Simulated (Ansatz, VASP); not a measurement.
Two plane-wave programs on SbP

```
Sb P
1.0
     4.13556    0.00000    0.00000
    -2.06778    3.58150    0.00000
     0.00000    0.00000    6.74097
Sb P
2 2
Direct
  0.33333 0.66667 0.00000
  0.66667 0.33333 0.50000
  0.33333 0.66667 0.37600
  0.66667 0.33333 0.87600
```

Alike in both runs: task relaxation of cell and atoms; functional PBE; k mesh 10 × 10 × 6; occupations fermi-dirac, width 0.05 eV; no spin polarisation.

|  | VASP | Ansatz |
| --- | --- | --- |
| version | VASP 6.6.1 | Ansatz 0.2.0 |
| potentials or method | VASP PAW PBE potentials, release 64 (Sb, P) | PAW with Ansatz's default frozen-core files, scalar-relativistic |
| plane-wave cutoff (eV) | 600 | 420 |
| valence electrons in the cell | 20 | 40 |

```tsv
	VASP	Ansatz	Ansatz less VASP
relaxed volume (Å³/atom)	28.99	29.02	+0.029
relaxed cell length with the largest relative difference (Å)	5.864	5.868	+0.0036
```

VASP's potentials hold 20 valence electrons a cell and Ansatz's 40, so a difference there can come from the potentials and not from the codes.

Spin-orbit coupling is off throughout. Noted on VASP's run: the volume moved by over 15 % at a fixed basis, so the end points are rough.
